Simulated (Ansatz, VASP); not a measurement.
SiO2: VASP beside Ansatz

```
CELL_PARAMETERS angstrom
4.35551 0.00000 0.00000
0.00000 4.35551 0.00000
0.00000 0.00000 2.54500
ATOMIC_POSITIONS crystal
Si 0.50000 0.50000 0.50000
Si 0.00000 0.00000 0.00000
O 0.69302 0.69302 0.00000
O 0.19302 0.80698 0.50000
O 0.30698 0.30698 0.00000
O 0.80698 0.19302 0.50000
```

Alike in both runs: task single point; functional PBE; k mesh 6 × 6 × 10; occupations gaussian, width 0.05 eV; no spin polarisation.

|  | VASP | Ansatz |
| --- | --- | --- |
| version | VASP 6.6.1 | Ansatz 0.2.0 |
| potentials or method | VASP PAW PBE potentials, release 64 (Si, O), cutoff 520 eV | scalar-relativistic, plane waves, PAW |
| valence electrons in the cell | 32 | 32 |

```csv
,VASP,Ansatz,Ansatz less VASP
gap on the k mesh at the Fermi level (eV),5.25,5.27,+0.019
least direct gap on the mesh (eV),5.25,5.27,+0.019
pressure (GPa),5.8,5.6,-0.23
"traceless stress, the component that is largest in VASP (GPa)",27.86,27.22,-0.643
rms of the force components (eV/Å),0.276,0.295,+0.0186
```

Atom by atom the forces differ by 0.019 eV/Å (rms over components).
